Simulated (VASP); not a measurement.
# CdSe (Imm2) in VASP: single point with PBEsol

Aim: the single point of CdSe with PBEsol.

All numbers are computed with VASP 6.6.1; they aren't measurements. Logs are shortened: lines on timing, memory, paths and dates and some standing lists are left out, and cuts for length are marked.

**1. The cell of the first run**

The structure is orthorhombic, space group Imm2 (No. 44). The conventional cell has a = 4.342 Å, b = 4.342 Å, c = 6.141 Å, α = 90.00°, β = 90.00°, γ = 90.00°. Within 3.5 Å of Cd (site symmetry mm2) lie 4 Se at 2.63 to 2.69 Å. Within 3.5 Å of Se (site symmetry mm2) lie 4 Cd at 2.63 to 2.69 Å.

**2. Single point, PBEsol (one atom moved)**

Input file INCAR:

```
ALGO     = Normal         # electronic algorithm
EDIFF    = 1E-6           # SCF threshold, eV
ENCUT    = 520            # plane-wave cutoff, eV
GGA      = PS             # functional
ISIF     = 2              # what is computed and relaxed
ISMEAR   = 0              # smearing method
LASPH    = True           # aspherical terms in the spheres
LCHARG   = False          # write CHGCAR
LREAL    = False          # projectors in reciprocal space
LWAVE    = False          # write WAVECAR
NBANDS   = 16             # bands
NELM     = 100            # most SCF steps
PREC     = Accurate       # precision mode
SIGMA    = 0.05           # smearing width, eV
```

Input file KPOINTS:

```
k-points
0
Gamma
  10 10 10
```

Input file POSCAR:

```
CdSe
1.0
    0.0000000000      3.0702711986      3.0702711986
    3.0702711986      0.0000000000      3.0702711986
    3.0702711986      3.0702711986      0.0000000000
Cd Se
1 1
Direct
   -0.0073283429      0.0073283429      0.0073283429
    0.7500000000      0.7500000000      0.7500000000
```

Potentials or basis: VASP PAW PBE potentials, release 64 (Cd, Se).

Run with:

```console
$ cat potpaw_PBE.64/Cd/POTCAR potpaw_PBE.64/Se/POTCAR > POTCAR
$ mpirun -np 1 vasp_std > vasp.out
```

OUTCAR:

```text
EDIFF = 1E-6
   ENCUT = 520
   GGA = PS
   ISIF = 2
   ISMEAR = 0
   LASPH = True
   LREAL = False
   NELM = 100
   PREC = Accurate

 ion  position               nearest neighbor table
   1  0.993  0.007  0.007-   2 2.63   2 2.63   2 2.69   2 2.69
   2  0.750  0.750  0.750-   1 2.63   1 2.63   1 2.69   1 2.69

  LATTYP: Found a face centered cubic cell.
 ALAT       =     6.1405423972

  Lattice vectors:

 A1 = (   0.0000000000,   3.0702711986,   3.0702711986)
 A2 = (   3.0702711986,   0.0000000000,   3.0702711986)
 A3 = (   3.0702711986,   3.0702711986,   0.0000000000)

Analysis of symmetry for initial positions (statically):
=====================================================================
 Subroutine PRICEL returns:
 Original cell was already a primitive cell.

 Routine SETGRP: Setting up the symmetry group for a
 face centered cubic supercell.

 Subroutine GETGRP returns: Found  4 space group operations
 (whereof  4 operations were pure point group operations)
 out of a pool of 48 trial point group operations.

The static configuration has the point symmetry C_2v.

Analysis of symmetry for dynamics (positions and initial velocities):
=====================================================================
 Subroutine PRICEL returns:
 Original cell was already a primitive cell.

 Routine SETGRP: Setting up the symmetry group for a
 face centered cubic supercell.

 Subroutine GETGRP returns: Found  4 space group operations
 (whereof  4 operations were pure point group operations)
 out of a pool of 48 trial point group operations.

The dynamic configuration has the point symmetry C_2v.

 Subroutine INISYM returns: Found  4 space group operations
 (whereof  4 operations are pure point group operations),
 and found     1 'primitive' translations

----------------------------------------------------------------------------------------

                                     Primitive cell

  volume of cell :      57.8842

  direct lattice vectors                    reciprocal lattice vectors
     0.000000000  3.070271199  3.070271199    -0.162852063  0.162852063  0.162852063
     3.070271199  0.000000000  3.070271199     0.162852063 -0.162852063  0.162852063
     3.070271199  3.070271199  0.000000000     0.162852063  0.162852063 -0.162852063

  length of vectors
     4.342019169  4.342019169  4.342019169     0.282068048  0.282068048  0.282068048

  position of ions in fractional coordinates (direct lattice)
     0.992671657  0.007328343  0.007328343
     0.750000000  0.750000000  0.750000000

  ion indices of the primitive-cell ions
   primitive index   ion index
                 1           1
                 2           2

----------------------------------------------------------------------------------------

 KPOINTS: k-points

Automatic generation of k-mesh.
 Grid dimensions read from file:
 generate k-points for:   10   10   10

 Generating k-lattice:

  Cartesian coordinates                     Fractional coordinates (reciprocal lattice)
    -0.016285206  0.016285206  0.016285206     0.100000000  0.000000000  0.000000000
     0.016285206 -0.016285206  0.016285206     0.000000000  0.100000000  0.000000000
     0.016285206  0.016285206 -0.016285206     0.000000000  0.000000000  0.100000000

  Length of vectors
     0.028206805  0.028206805  0.028206805

  Shift w.r.t. Gamma in fractional coordinates (k-lattice)
     0.000000000  0.000000000  0.000000000

 Subroutine IBZKPT returns following result:
 ===========================================

 Found    171 irreducible k-points:

 Following reciprocal coordinates:
            Coordinates               Weight
  0.000000  0.000000  0.000000      1.000000
  0.100000  0.000000  0.000000      4.000000
  0.000000  0.100000  0.000000      4.000000
  0.200000  0.000000  0.000000      4.000000
  0.000000  0.200000  0.000000      4.000000
  0.300000  0.000000  0.000000      4.000000
[... 16 lines left out ...]
  0.000000  0.400000  0.100000      4.000000
  0.100000  0.000000  0.400000      8.000000
 [... further k-points ...]
   k-points           NKPTS =    171   k-points in BZ     NKDIM =    171   number of bands    NBANDS=     16
   number of dos      NEDOS =    301   number of ions     NIONS =      2
   total plane-waves  NPLWV =  32768
   dimension x,y,z NGX =    32 NGY =   32 NGZ =   32
   dimension x,y,z NGXF=    64 NGYF=   64 NGZF=   64
   ions per type =               1   1
   NGX,Y,Z   is equivalent  to a cutoff of  12.25, 12.25, 12.25 a.u.
   NGXF,Y,Z  is equivalent  to a cutoff of  24.50, 24.50, 24.50 a.u.
 SYSTEM =  unknown system
   PREC   = accura    normal or accurate (medium, high low for compatibility)
   ISTART =      0    job   : 0-new  1-cont  2-samecut
   ICHARG =      2    charge: 1-file 2-atom 10-const
   ISPIN  =      1    spin polarized calculation?
   LNONCOLLINEAR =      F non collinear calculations
   LSORBIT =      F    spin-orbit coupling
   LASPH  =      T    aspherical Exc in radial PAW
   ENCUT  =  520.0 eV  38.22 Ry    6.18 a.u.   8.07  8.07  8.07*2*pi/ulx,y,z
   NELM   =    100;   NELMIN=  2; NELMDL= -5     # of ELM steps
   EDIFF  = 0.1E-05   stopping-criterion for ELM
   LREAL  =      F    real-space projection
   EDIFFG = 0.1E-04   stopping-criterion for IOM
   NSW    =      0    number of steps for IOM
   IBRION =     -1    ionic relax: 0-MD 1-quasi-New 2-CG
   NFREE  =      0    steps in history (QN), initial steepest desc. (CG)
   ISIF   =      2    stress and relaxation
   ISYM   =      2    0-nonsym 1-usesym 2-fastsym
   POTIM  = 0.5000    time-step for ionic-motion
   TEBEG  =    0.0;   TEEND  =   0.0 temperature during run
   PSTRESS=    0.0 pullay stress
   NELECT =      18.0000    total number of electrons
   NUPDOWN=      -1.0000    fix difference up-down
   EMIN   =  10.00;   EMAX   =-10.00  energy-range for DOS
   EFERMI =   0.00;   METHOD = LEGACY
   ISMEAR =     0;   SIGMA  =   0.05  broadening in eV -4-tet -1-fermi 0-gaus
   EFERMI_NEDOS =   21; number of points for ismear=-14 and -15
   IALGO  =     38    algorithm
   IMIX   =      4    mixing-type and parameters
     AMIX     =   0.40;   BMIX     =  1.00
     AMIX_MAG =   1.60;   BMIX_MAG =  1.00
  volume/ion in A,a.u.               =      28.94       195.31
  Fermi-wavevector in a.u.,A,eV,Ry     =   1.109121  2.095935 16.737199  1.230149
  Thomas-Fermi vector in A             =   2.245657
   LORBIT       =      0    0 simple, 1 ext, 2 COOP (PROOUT), +10 PAW based schemes
   GGA     = PS    functional components
   LHFCALC =     F    Hartree Fock is set to
   AEXX    =    0.0000 exact exchange contribution
   IVDW    =     0    specifies the selected vdW correction
   LEPSILON=     F    determine dielectric tensor
   LRPA    =     F    only Hartree local field effects (RPA)
 non-spin polarized calculation
 Gauss-broadening in eV      SIGMA  =   0.05
  energy-cutoff  :      520.00
  volume of cell :       57.88
 maximum number of plane-waves:      1588
   NGX = 17   NGY = 17   NGZ = 17

 number of electron      17.9999996 magnetization

 Free energy of the ion-electron system (eV)
  ---------------------------------------------------
  ext. energy  EPLUGINS =         0.00000000
  ---------------------------------------------------
  free energy    TOTEN  =        -6.16914694 eV

  energy without entropy =       -6.16914694  energy(sigma->0) =       -6.16914694

 E-fermi :   0.8170     XC(G=0):  -8.9697

 val. band max:        0.6131581786   @ k =   0.0000   0.0000   0.0000
 cond. band min:       1.0180048553   @ k =   0.0000   0.0000   0.0000
 fundamental gap:      0.4048466767
 Fermi energy:         0.8170195679

 k-point     1 :       0.0000    0.0000    0.0000
  band No.  band energies     occupation
      1     -11.8805      2.00000
      2      -7.2557      2.00000
      3      -7.2304      2.00000
      4      -7.2064      2.00000
      5      -6.8799      2.00000
      6      -6.8792      2.00000
[... 8 lines left out ...]
     15      11.5799      0.00000
     16      11.5879      0.00000

 k-point     2 :       0.1000    0.0000    0.0000
  band No.  band energies     occupation
      1     -11.8476      2.00000
      2      -7.2450      2.00000
      3      -7.2178      2.00000
      4      -7.1812      2.00000
      5      -6.8805      2.00000
      6      -6.8794      2.00000
[... 8 lines left out ...]
     15      10.9655      0.00000
     16      10.9742      0.00000

 k-point     3 :       0.0000    0.1000    0.0000
  band No.  band energies     occupation
      1     -11.8468      2.00000
      2      -7.2364      2.00000
      3      -7.2088      2.00000
      4      -7.1960      2.00000
      5      -6.8807      2.00000
      6      -6.8803      2.00000
[... 8 lines left out ...]
     15      10.9504      0.00000
     16      10.9576      0.00000

 k-point     4 :       0.2000    0.0000    0.0000
  band No.  band energies     occupation
      1     -11.7609      2.00000
      2      -7.2185      2.00000
      3      -7.1929      2.00000
      4      -7.0899      2.00000
      5      -6.8800      2.00000
      6      -6.8775      2.00000
[... 8 lines left out ...]
     15      10.5393      0.00000
     16      10.7329      0.00000
[... 324 lines left out ...]
 k-point    22 :       0.4000    0.1000    0.0000
  band No.  band energies     occupation
      1     -11.5715      2.00000
      2      -7.1669      2.00000
      3      -7.1410      2.00000
      4      -6.8988      2.00000
      5      -6.8536      2.00000
      6      -6.7478      2.00000
[... 8 lines left out ...]
     15      11.2324      0.00000
     16      12.1451      0.00000

 k-point    23 :       0.0000    0.4000    0.1000
  band No.  band energies     occupation
      1     -11.5646      2.00000
      2      -7.1478      2.00000
      3      -7.1122      2.00000
      4      -6.9063      2.00000
      5      -6.8553      2.00000
      6      -6.7638      2.00000
[... 8 lines left out ...]
     15      11.2192      0.00000
     16      12.1324      0.00000

 k-point    24 :       0.1000    0.0000    0.4000
  band No.  band energies     occupation
      1     -11.5637      2.00000
      2      -7.1348      2.00000
      3      -7.1216      2.00000
      4      -6.8978      2.00000
      5      -6.8596      2.00000
      6      -6.7687      2.00000
[... 8 lines left out ...]
     15      11.2626      0.00000
     16      12.0737      0.00000

 [... further k-points ...]

------------------------ aborting loop because EDIFF is reached ----------------------------------------

  FORCE on cell =-STRESS in cart. coord.  units (eV):
  Direction    XX          YY          ZZ          XY          YZ          ZX
  --------------------------------------------------------------------------------------
  -------------------------------------------------------------------------------------
  Total       -0.3992425     -0.3843415     -0.3843415      0.0000000     -0.2420026      0.0000000
  in kB      -11.0506326    -10.6381874    -10.6381874      0.0000000     -6.6983895      0.0000000
  external PRESSURE =     -10.7756692 kB  Pullay stress =       0.0000000 kB

 VOLUME and BASIS-vectors are now :
 -----------------------------------------------------------------------------
  energy-cutoff  :      520.00
  volume of cell :       57.88
      direct lattice vectors                 reciprocal lattice vectors
     0.000000000  3.070271199  3.070271199    -0.162852063  0.162852063  0.162852063
     3.070271199  0.000000000  3.070271199     0.162852063 -0.162852063  0.162852063
     3.070271199  3.070271199  0.000000000     0.162852063  0.162852063 -0.162852063

 POSITION                                       TOTAL-FORCE (eV/Angst)
 -----------------------------------------------------------------------------------
      0.04500      3.07027      3.07027        -0.197822     -0.000000     -0.000000
      4.60541      4.60541      4.60541         0.197822      0.000000      0.000000
 -----------------------------------------------------------------------------------
    total drift:                               -0.000066      0.000000      0.000000

  FREE ENERGIE OF THE ION-ELECTRON SYSTEM (eV)
  ---------------------------------------------------
  free  energy   TOTEN  =        -6.1691469409 eV

  energy  without entropy=       -6.1691469409  energy(sigma->0) =       -6.16914694
```

Wall time 36 s (1 thread of Intel Xeon 6975P-C (Granite Rapids), shared host); peak memory 0.29 GiB.

Results:

* Free energy: -6.1691 eV
* Pressure: -1.1 GPa
* Largest force: 0.198 eV/Å
* Band gap on the k mesh: 0.40 eV

Forces on the atoms (eV/Å):
```
Cd  -0.198  0.000  0.000
Se   0.198  0.000  0.000
```

Caveat: the cell differs from its parent crystal (one atom moved); the PAW data sets were made with another functional, which shifts forces and pressure a little.
